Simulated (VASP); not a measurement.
# NaCl (Fm-3m) in VASP: settings compared

The runs below take NaCl through single point, relaxation of cell and atoms, with PBE, LDA, r2SCAN.

Everything below comes from runs of VASP 6.6.1. Logs are shortened: lines on timing, memory, paths and dates and some standing lists are left out, and cuts for length are marked.

### Step 1. The cell of the first run

The structure is cubic, space group Fm-3m (No. 225). The conventional cell has a = 5.605 Å, b = 5.605 Å, c = 5.605 Å, α = 90.00°, β = 90.00°, γ = 90.00°. Na (site symmetry m-3m) has 6 Cl at 2.80 Å within 3.7 Å. Cl (site symmetry m-3m) has 6 Na at 2.80 Å within 3.7 Å.

### Step 2. Single point, PBE

INCAR reads:

```
SYSTEM = NaCl
  ALGO = Normal
  EDIFF = 1E-6
  ENCUT = 520
  GGA = PE
  ISIF = 2
  ISMEAR = -1
  LASPH = .TRUE.
  LCHARG = .TRUE.
  LELF = .TRUE.
  LREAL = .FALSE.
  LVHAR = .TRUE.
  LWAVE = .FALSE.
  NBANDS = 14
  NELM = 80
  PREC = Accurate
  SIGMA = 0.02
```

KPOINTS reads:

```
k-points
0
G
  8 8 8
  0 0 0
```

POSCAR reads:

```
NaCl
1.0
    0.0000000000      2.8027319633      2.8027319633
    2.8027319633      0.0000000000      2.8027319633
    2.8027319633      2.8027319633      0.0000000000
Na Cl
1 1
Direct
    0.0000000000      0.0000000000      0.0000000000
    0.5000000000      0.5000000000      0.5000000000
```

Potentials or basis: VASP PAW PBE potentials, release 64 (Na_pv, Cl).

Started as:

```
$ cat potpaw_PBE.64/Na_pv/POTCAR potpaw_PBE.64/Cl/POTCAR > POTCAR
$ mpirun -np 1 vasp_std > vasp.out
```

OUTCAR:

```text
SYSTEM = NaCl
   EDIFF = 1E-6
   ENCUT = 520
   GGA = PE
   ISIF = 2
   ISMEAR = -1
   LASPH = .TRUE.
   LREAL = .FALSE.
   NELM = 80
   PREC = Accurate

 ion  position               nearest neighbor table
   1  0.000  0.000  0.000-
   2  0.500  0.500  0.500-

  LATTYP: Found a face centered cubic cell.
 ALAT       =     5.6054639266

  Lattice vectors:

 A1 = (   0.0000000000,   2.8027319633,   2.8027319633)
 A2 = (   2.8027319633,   0.0000000000,   2.8027319633)
 A3 = (   2.8027319633,   2.8027319633,   0.0000000000)

Analysis of symmetry for initial positions (statically):
=====================================================================
 Subroutine PRICEL returns:
 Original cell was already a primitive cell.

 Routine SETGRP: Setting up the symmetry group for a
 face centered cubic supercell.

 Subroutine GETGRP returns: Found 48 space group operations
 (whereof 48 operations were pure point group operations)
 out of a pool of 48 trial point group operations.

The static configuration has the point symmetry O_h .

Analysis of symmetry for dynamics (positions and initial velocities):
=====================================================================
 Subroutine PRICEL returns:
 Original cell was already a primitive cell.

 Routine SETGRP: Setting up the symmetry group for a
 face centered cubic supercell.

 Subroutine GETGRP returns: Found 48 space group operations
 (whereof 48 operations were pure point group operations)
 out of a pool of 48 trial point group operations.

The dynamic configuration has the point symmetry O_h .

 Subroutine INISYM returns: Found 48 space group operations
 (whereof 48 operations are pure point group operations),
 and found     1 'primitive' translations

----------------------------------------------------------------------------------------

                                     Primitive cell

  volume of cell :      44.0326

  direct lattice vectors                    reciprocal lattice vectors
     0.000000000  2.802731963  2.802731963    -0.178397366  0.178397366  0.178397366
     2.802731963  0.000000000  2.802731963     0.178397366 -0.178397366  0.178397366
     2.802731963  2.802731963  0.000000000     0.178397366  0.178397366 -0.178397366

  length of vectors
     3.963661554  3.963661554  3.963661554     0.308993302  0.308993302  0.308993302

  position of ions in fractional coordinates (direct lattice)
     0.000000000  0.000000000  0.000000000
     0.500000000  0.500000000  0.500000000

  ion indices of the primitive-cell ions
   primitive index   ion index
                 1           1
                 2           2

----------------------------------------------------------------------------------------

 KPOINTS: k-points

Automatic generation of k-mesh.
 Grid dimensions read from file:
 generate k-points for:    8    8    8

 Generating k-lattice:

  Cartesian coordinates                     Fractional coordinates (reciprocal lattice)
    -0.022299671  0.022299671  0.022299671     0.125000000  0.000000000  0.000000000
     0.022299671 -0.022299671  0.022299671     0.000000000  0.125000000  0.000000000
     0.022299671  0.022299671 -0.022299671     0.000000000  0.000000000  0.125000000

  Length of vectors
     0.038624163  0.038624163  0.038624163

  Shift w.r.t. Gamma in fractional coordinates (k-lattice)
     0.000000000  0.000000000  0.000000000

 Subroutine IBZKPT returns following result:
 ===========================================

 Found     29 irreducible k-points:

 Following reciprocal coordinates:
            Coordinates               Weight
  0.000000  0.000000  0.000000      1.000000
  0.125000  0.000000  0.000000      8.000000
  0.250000  0.000000  0.000000      8.000000
  0.375000  0.000000  0.000000      8.000000
  0.500000  0.000000  0.000000      4.000000
  0.125000  0.125000  0.000000      6.000000
[... 16 lines left out ...]
  0.500000  0.250000  0.125000     48.000000
 -0.375000  0.250000  0.125000     24.000000
 [... further k-points ...]
   k-points           NKPTS =     29   k-points in BZ     NKDIM =     29   number of bands    NBANDS=     14
   number of dos      NEDOS =    301   number of ions     NIONS =      2
   total plane-waves  NPLWV =  27000
   dimension x,y,z NGX =    30 NGY =   30 NGZ =   30
   dimension x,y,z NGXF=    60 NGYF=   60 NGZF=   60
   ions per type =               1   1
   NGX,Y,Z   is equivalent  to a cutoff of  12.58, 12.58, 12.58 a.u.
   NGXF,Y,Z  is equivalent  to a cutoff of  25.17, 25.17, 25.17 a.u.
 SYSTEM =  NaCl
   PREC   = accura    normal or accurate (medium, high low for compatibility)
   ISTART =      0    job   : 0-new  1-cont  2-samecut
   ICHARG =      2    charge: 1-file 2-atom 10-const
   ISPIN  =      1    spin polarized calculation?
   LNONCOLLINEAR =      F non collinear calculations
   LSORBIT =      F    spin-orbit coupling
   LASPH  =      T    aspherical Exc in radial PAW
[... 27 lines left out ...]
   GGA     = PE    functional components
   LHFCALC =     F    Hartree Fock is set to
   AEXX    =    0.0000 exact exchange contribution
   IVDW    =     0    specifies the selected vdW correction
   LEPSILON=     F    determine dielectric tensor
   LRPA    =     F    only Hartree local field effects (RPA)
 non-spin polarized calculation
  energy-cutoff  :      520.00
  volume of cell :       44.03
 maximum number of plane-waves:      1243
 NGX is ok and might be reduce to    30
   NGX = 15   NGY = 15   NGZ = 15

 number of electron      14.0000003 magnetization

 Free energy of the ion-electron system (eV)
  ---------------------------------------------------
  ext. energy  EPLUGINS =         0.00000000
  ---------------------------------------------------
  free energy    TOTEN  =        -6.76943927 eV

  energy without entropy =       -6.76943927  energy(sigma->0) =       -6.76943927

 E-fermi :  -0.1506     XC(G=0):  -8.2453

 val. band max:       -0.6239816858   @ k =   0.0000   0.0000   0.0000
 cond. band min:       4.5552158722   @ k =   0.0000   0.0000   0.0000
 fundamental gap:      5.1791975580
 Fermi energy:        -0.1505969393

 k-point     1 :       0.0000    0.0000    0.0000
  band No.  band energies     occupation
      1     -21.4074      2.00000
      2     -21.4074      2.00000
      3     -21.4074      2.00000
      4     -13.3248      2.00000
      5      -0.6240      2.00000
      6      -0.6240      2.00000
      7      -0.6240      2.00000
      8       4.5552      0.00000
      9      10.5153      0.00000
     10      10.5153      0.00000
     11      10.5153      0.00000
     12      12.7001      0.00000
     13      12.7001      0.00000
     14      14.3369      0.00000

 k-point     2 :       0.1250    0.0000    0.0000
  band No.  band energies     occupation
      1     -21.4121      2.00000
      2     -21.4078      2.00000
      3     -21.4078      2.00000
      4     -13.2753      2.00000
      5      -1.0027      2.00000
      6      -0.6663      2.00000
      7      -0.6663      2.00000
      8       5.0585      0.00000
      9       9.9766      0.00000
     10      10.7122      0.00000
     11      10.7122      0.00000
     12      12.4449      0.00000
     13      12.4449      0.00000
     14      15.2725      0.00000

 k-point     3 :       0.2500    0.0000    0.0000
  band No.  band energies     occupation
      1     -21.4235      2.00000
      2     -21.4086      2.00000
      3     -21.4086      2.00000
      4     -13.1522      2.00000
      5      -1.7510      2.00000
      6      -0.7650      2.00000
      7      -0.7650      2.00000
      8       6.0360      0.00000
      9       9.4359      0.00000
     10      10.8123      0.00000
     11      10.8124      0.00000
     12      12.6671      0.00000
     13      12.6671      0.00000
     14      15.1406      0.00000
[... 324 lines left out ...]
 k-point    23 :       0.5000    0.2500    0.1250
  band No.  band energies     occupation
      1     -21.4306      2.00000
      2     -21.4157      2.00000
      3     -21.4112      2.00000
      4     -12.9762      2.00000
      5      -2.2020      2.00000
      6      -1.3298      2.00000
      7      -0.9946      2.00000
      8       7.6137      0.00000
      9       9.0105      0.00000
     10       9.3750      0.00000
     11      11.3628      0.00000
     12      13.1848      0.00000
     13      15.5898      0.00000
     14      15.9960      0.00000

 k-point    24 :      -0.3750    0.2500    0.1250
  band No.  band energies     occupation
      1     -21.4330      2.00000
      2     -21.4162      2.00000
      3     -21.4121      2.00000
      4     -12.9357      2.00000
      5      -2.3223      2.00000
      6      -1.4100      2.00000
      7      -1.0492      2.00000
      8       7.7539      0.00000
      9       8.9976      0.00000
     10       9.7143      0.00000
     11      11.1772      0.00000
     12      13.8230      0.00000
     13      15.1104      0.00000
     14      16.1230      0.00000

 [... further k-points ...]

------------------------ aborting loop because EDIFF is reached ----------------------------------------

  FORCE on cell =-STRESS in cart. coord.  units (eV):
  Direction    XX          YY          ZZ          XY          YZ          ZX
  --------------------------------------------------------------------------------------
  -------------------------------------------------------------------------------------
  Total        0.3415835      0.3415835      0.3415835      0.0000000      0.0000000     -0.0000000
  in kB       12.4289015     12.4289015     12.4289015      0.0000000      0.0000000     -0.0000000
  external PRESSURE =      12.4289015 kB  Pullay stress =       0.0000000 kB

 VOLUME and BASIS-vectors are now :
 -----------------------------------------------------------------------------
  energy-cutoff  :      520.00
  volume of cell :       44.03
      direct lattice vectors                 reciprocal lattice vectors
     0.000000000  2.802731963  2.802731963    -0.178397366  0.178397366  0.178397366
     2.802731963  0.000000000  2.802731963     0.178397366 -0.178397366  0.178397366
     2.802731963  2.802731963  0.000000000     0.178397366  0.178397366 -0.178397366

 POSITION                                       TOTAL-FORCE (eV/Angst)
 -----------------------------------------------------------------------------------
      0.00000      0.00000      0.00000         0.000000      0.000000      0.000000
      2.80273      2.80273      2.80273         0.000000     -0.000000     -0.000000
 -----------------------------------------------------------------------------------
    total drift:                               -0.000000      0.000000      0.000000

  FREE ENERGIE OF THE ION-ELECTRON SYSTEM (eV)
  ---------------------------------------------------
  free  energy   TOTEN  =        -6.7694392709 eV

  energy  without entropy=       -6.7694392709  energy(sigma->0) =       -6.76943927
```

Wall time 8.9 s (1 thread of Intel Xeon 6975P-C (Granite Rapids), shared host); peak memory 0.16 GiB.

What came out:

| Quantity | Value |
| --- | --- |
| Free energy | -6.7694 eV |
| Pressure | 1.2 GPa |
| Band gap on the k mesh | 5.18 eV |

### Step 3. Single point, LDA

INCAR reads:

```
  PREC = Accurate
  ENCUT = 520
  EDIFF = 1E-6
  ISMEAR = 0
  SIGMA = 0.01
  LREAL = False
  LASPH = True
  NELM = 100
  ALGO = Normal
  ISIF = 2
  LWAVE = False
  LCHARG = False
  GGA = CA
  NBANDS = 14
```

KPOINTS reads:

```
Automatic mesh
0
Gamma
  8 8 8
```

POSCAR is that of step 2.

Potentials or basis: VASP PAW LDA potentials, release 64 (Na_pv, Cl).

Started as:

```
$ cat potpaw_LDA.64/Na_pv/POTCAR potpaw_LDA.64/Cl/POTCAR > POTCAR
$ mpirun -np 1 vasp_std > vasp.out
```

Wall time 12 s (1 thread of Intel Xeon 6975P-C (Granite Rapids), shared host); peak memory 0.15 GiB.

It converged, with:

| Item | Value |
| --- | --- |
| Free energy | -7.3676 eV |
| Pressure | -2.0 GPa |
| Band gap on the k mesh | 4.77 eV |

Levels at points of the mesh, in eV from the valence-band top:
```tsv
k point	band 5	band 6	band 7	band 8	band 9	band 10
(0.00, 0.00, 0.00)	0.00	0.00	0.00	4.77	10.86	10.86
(0.50, 0.00, 0.00)	-2.08	-0.29	-0.29	6.92	10.41	10.72
(0.50, 0.50, 0.00)	-1.79	-0.64	-0.64	7.22	7.72	11.06
```

### Step 4. Single point, PBE

This run uses another cell than the first one, of 23.08 Å³/atom.

INCAR reads:

```
SYSTEM = NaCl
PREC = Accurate
ENCUT = 520
EDIFF = 1E-6
ISMEAR = -1
SIGMA = 0.02
LREAL = .False.
LASPH = .True.
NELM = 60
ALGO = Normal
ISIF = 2
LWAVE = .False.
LCHARG = .True.
GGA = PE
LELF = .True.
LVHAR = .True.
NBANDS = 14
```

KPOINTS reads:

```
regular mesh
0
Gamma
  8 8 8
  0 0 0
```

POSCAR reads:

```
NaCl
1.0
    0.0000000000      2.8470933840      2.8470933840
    2.8470933840      0.0000000000      2.8470933840
    2.8470933840      2.8470933840      0.0000000000
Na Cl
1 1
Direct
    0.0000000000      0.0000000000      0.0000000000
    0.5000000000      0.5000000000      0.5000000000
```

Potentials or basis: VASP PAW PBE potentials, release 64 (Na_pv, Cl).

Started as:

```
$ cat potpaw_PBE.64/Na_pv/POTCAR potpaw_PBE.64/Cl/POTCAR > POTCAR
$ mpirun -np 1 vasp_std > vasp.out
```

It took 8.3 s on 1 thread of Intel Xeon 6975P-C (Granite Rapids), shared host; peak memory 0.16 GiB.

It converged, with:

* Free energy: -6.7779 eV
* Pressure: 0.0 GPa
* Band gap on the k mesh: 5.00 eV

Levels at points of the mesh, in eV from the valence-band top:
```csv
k point,band 3,band 4,band 5,band 6,band 7,band 8,band 9,band 10,band 11,band 12
"(0.00, 0.00, 0.00)",-20.88,-12.60,0.00,0.00,0.00,5.00,11.09,11.09,11.09,13.21
"(0.50, 0.00, 0.00)",-20.88,-12.29,-1.84,-0.25,-0.25,7.22,10.39,10.90,10.90,14.80
"(0.50, 0.50, 0.00)",-20.88,-12.24,-1.58,-0.57,-0.57,7.45,8.10,11.12,14.52,14.52
```

### Step 5. Single point, r2SCAN

POSCAR reads:

```
NaCl
1.0
    0.0000000000      2.8027319633      2.8027319633
    2.8027319633      0.0000000000      2.8027319633
    2.8027319633      2.8027319633      0.0000000000
Na Cl
1 1
Direct
    0.0000000000      0.0000000000      0.0000000000
    0.5000000000      0.5000000000      0.5000000000
```

INCAR.step1 reads:

```
ALGO     = Normal         # electronic algorithm
EDIFF    = 1E-4           # SCF threshold, eV
ENCUT    = 520            # plane-wave cutoff, eV
GGA      = PE             # functional
ISMEAR   = -1             # smearing method
LASPH    = T              # aspherical terms in the spheres
LCHARG   = F              # write CHGCAR
LREAL    = F              # projectors in reciprocal space
LWAVE    = T              # write WAVECAR
NBANDS   = 14             # bands
NELM     = 80             # most SCF steps
PREC     = Accurate       # precision mode
SIGMA    = 0.02           # smearing width, eV
```

INCAR.step2 reads:

```
ALGO     = Normal         # electronic algorithm
EDIFF    = 1E-6           # SCF threshold, eV
ENCUT    = 520            # plane-wave cutoff, eV
ISIF     = 2              # what is computed and relaxed
ISMEAR   = -1             # smearing method
ISTART   = 1            
LASPH    = T              # aspherical terms in the spheres
LCHARG   = F              # write CHGCAR
LMIXTAU  = T            
LREAL    = F              # projectors in reciprocal space
LWAVE    = F              # write WAVECAR
METAGGA  = R2SCAN         # meta-GGA
NBANDS   = 14             # bands
NELM     = 80             # most SCF steps
PREC     = Accurate       # precision mode
SIGMA    = 0.02           # smearing width, eV
```

KPOINTS reads:

```
k-points
0
Gamma
  8 8 8
```

Started as:

```
$ cat potpaw_PBE.64/Na_pv/POTCAR potpaw_PBE.64/Cl/POTCAR > POTCAR
$ cp INCAR.step1 INCAR
$ mpirun -np 1 vasp_std > vasp.out
$ cp INCAR.step2 INCAR
$ mpirun -np 1 vasp_std > vasp.out
```

Wall time 37 s (1 thread of Intel Xeon 6975P-C (Granite Rapids), shared host); peak memory 0.17 GiB.

Results (log left out):

| Item | Value |
| --- | --- |
| Free energy | -13.7901 eV |
| Pressure | -0.1 GPa |
| Band gap on the k mesh | 6.00 eV |

Levels at points of the mesh, in eV from the valence-band top:
```csv
k point,band 5,band 6,band 7,band 8,band 9,band 10
"(0.00, 0.00, 0.00)",0.00,0.00,0.00,6.00,11.78,11.78
"(0.50, 0.00, 0.00)",-1.98,-0.29,-0.29,7.98,11.77,11.81
"(0.50, 0.50, 0.00)",-1.73,-0.63,-0.63,8.50,8.60,12.35
```

Caveat: the PAW data sets were made with another functional, which shifts forces and pressure a little. r2SCAN opens gaps a little over a GGA but as a rule still falls short of measured ones.

### Step 6. Relaxation of cell and atoms, PBE

This run uses another cell than the first one, of 22.19 Å³/atom.

INCAR reads:

```
  PREC = Accurate
  ENCUT = 600
  EDIFF = 1E-6
  ISMEAR = -1
  SIGMA = 0.02
  LREAL = False
  LASPH = True
  NELM = 60
  ALGO = Normal
  ISIF = 3
  LWAVE = False
  LCHARG = False
  GGA = PE
  IBRION = 2
  NSW = 80
  EDIFFG = -0.005
```

KPOINTS reads:

```
Automatic mesh
0
Gamma
  8 8 8
```

POSCAR reads:

```
NaCl
1.0
    0.0000000000      2.8100000000      2.8100000000
    2.8100000000      0.0000000000      2.8100000000
    2.8100000000      2.8100000000      0.0000000000
Na Cl
1 1
Direct
    0.0000000000      0.0000000000      0.0000000000
    0.5000000000      0.5000000000      0.5000000000
```

Potentials or basis: VASP PAW PBE potentials, release 64 (Na_pv, Cl).

Started as:

```
$ cat potpaw_PBE.64/Na_pv/POTCAR potpaw_PBE.64/Cl/POTCAR > POTCAR
$ mpirun -np 1 vasp_std > vasp.out
```

Wall time 13 s (1 thread of Intel Xeon 6975P-C (Granite Rapids), shared host); peak memory 0.18 GiB.

It converged, with:

| Quantity | Value |
| --- | --- |
| Free energy | -6.7780 eV |
| Relaxed volume | 23.14 Å³/atom |
| Relaxed cell | a = 4.030 Å, b = 4.030 Å, c = 4.030 Å, α = 60.00°, β = 60.00°, γ = 60.00° |
| Space group after relaxing (to 0.1 Å) | Fm-3m (No. 225) |
| Energy gained by relaxing | 2.9 meV/atom |
| Ionic steps | 3 |
| Pressure after relaxing | 0.0 GPa |
| Band gap on the k mesh | 4.99 eV |

The path:
```tsv
step	energy change (eV)	largest force (eV/Å)	pressure (GPa)	volume (Å³)
1	0.0000	0.0000	1.05	44.38
2	-0.0045	0.0000	0.52	45.32
3	-0.0058	0.0000	0.00	46.28
```

Final structure:
```
Na Cl
1.0
     0.00000    2.84956    2.84956
     2.84956    0.00000    2.84956
     2.84956    2.84956    0.00000
Na Cl
1 1
Direct
  0.00000 0.00000 0.00000
  0.50000 0.50000 0.50000
```

Levels at points of the mesh, in eV from the valence-band top:
| k point | band 4 | band 5 | band 6 | band 7 | band 8 | band 9 | band 10 | band 11 |
| --- | --- | --- | --- | --- | --- | --- | --- | --- |
| (0.00, 0.00, 0.00) | -12.59 | 0.00 | 0.00 | 0.00 | 4.99 | 11.09 | 11.09 | 11.09 |
| (0.50, 0.00, 0.00) | -12.28 | -1.83 | -0.25 | -0.25 | 7.22 | 10.37 | 10.89 | 10.89 |
| (0.50, 0.50, 0.00) | -12.24 | -1.58 | -0.57 | -0.57 | 7.44 | 8.10 | 11.10 | 14.50 |

### Step 7. Summary

| task | level | potentials or basis | cell | cutoff (eV) | smearing | gap on the mesh (eV) | pressure (GPa) |
| --- | --- | --- | --- | --- | --- | --- | --- |
| single point | PBE | VASP PAW PBE potentials, release 64 (Na_pv, Cl) | a = 3.964 Å, angles 60.0°, 2 atoms | 520 | fermi-dirac 0.02 eV | 5.18 | 1.2 |
| single point | LDA | VASP PAW LDA potentials, release 64 (Na_pv, Cl) | a = 3.964 Å, angles 60.0°, 2 atoms | 520 | gaussian 0.01 eV | 4.77 | -2.0 |
| single point | PBE | VASP PAW PBE potentials, release 64 (Na_pv, Cl) | a = 4.026 Å, angles 60.0°, 2 atoms | 520 | fermi-dirac 0.02 eV | 5.00 | 0.0 |
| single point | r2SCAN | VASP PAW PBE potentials, release 64 (Na_pv, Cl) | a = 3.964 Å, angles 60.0°, 2 atoms | 520 | fermi-dirac 0.02 eV | 6.00 | -0.1 |
| relaxation of cell and atoms | PBE | VASP PAW PBE potentials, release 64 (Na_pv, Cl) | relaxed from a = 3.974 Å, angles 60.0°, 2 atoms | 600 | fermi-dirac 0.02 eV | 4.99 | 0.0 |

Alike in all rows: no spin polarisation; k mesh 8 × 8 × 8.

Caveats: the PAW data sets were made with another functional, which shifts forces and pressure a little (at least some runs).

Absolute energies hang on the potentials; compare differences alone.
